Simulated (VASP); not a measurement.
## Co: single point with PBE

System: Co, a slab with vacuum.

```
Co
1.0
     2.49304    0.00000    0.00000
    -1.24652    2.15904    0.00000
     0.00000    0.00000   16.00000
Co
1
Direct
  0.00000 0.00000 0.50000
```

- Program: VASP 6.6.1
- Task: single point
- Functional: PBE
- Potentials or basis: VASP PAW PBE potentials, release 64 (Co)
- Cutoff: 520 eV
- k mesh: 15 × 15 × 1
- Occupations: fermi-dirac, width 0.1 eV
- Spin: collinear spin, ferromagnetic start
- Starting moments: [1.7] μB
- Dipole correction: yes
- k mesh for the DOS: 23 × 23 × 1
- Occupations for the DOS: tetrahedron
- Further INCAR settings: ALGO = Normal; EDIFF = 1e-07; NBANDS = 14

- Net moment: 1.83 μB per cell
- Site moments: Co +1.94 μB
- Valence electrons inside the program's atomic spheres: Co 7.92

Levels at points of the mesh, in eV from the Fermi level:
Spin up:
| k point | band 1 | band 2 | band 3 | band 4 | band 5 | band 6 | band 7 | band 8 | band 9 | band 10 |
| --- | --- | --- | --- | --- | --- | --- | --- | --- | --- | --- |
| (0.00, 0.00, 0.00) | -5.76 | -2.63 | -2.28 | -2.28 | -1.39 | -1.39 | 0.52 | 4.55 | 5.34 | 5.69 |
Spin down:
| k point | band 1 | band 2 | band 3 | band 4 | band 5 | band 6 | band 7 | band 8 |
| --- | --- | --- | --- | --- | --- | --- | --- | --- |
| (0.00, 0.00, 0.00) | -5.55 | -1.04 | -0.58 | -0.58 | 0.50 | 0.78 | 0.78 | 4.48 |

Run time: 3.1 min on 1 thread of Intel(R) Xeon(R) 6975P-C (Granite Rapids) (shared host), peak memory 0.28 GiB.
